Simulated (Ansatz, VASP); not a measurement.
## One calculation of Rb, two programs

```
CELL_PARAMETERS angstrom
-2.82714 2.82714 2.77697
2.82714 -2.82714 2.77697
2.82714 2.82714 -2.77697
ATOMIC_POSITIONS crystal
Rb 0.00000 0.00000 0.00000
```

Alike in both runs: task single point; functional PBE; k mesh 10 × 10 × 10; occupations gaussian, width 0.1 eV; no spin polarisation.

|  | VASP | Ansatz |
| --- | --- | --- |
| version | VASP 6.6.1 | Ansatz 0.2.0 |
| potentials or method | VASP PAW PBE potentials, release 64 (Rb_sv), cutoff 520 eV | scalar-relativistic, plane waves, PAW |
| valence electrons in the cell | 9 | 9 |

```csv
,VASP,Ansatz,Ansatz less VASP
gap on the k mesh at the Fermi level (eV),none,none,-
pressure (GPa),0.1,0.1,0.00
```

A gap of «none» marks a metal or a gap that the smearing closes.
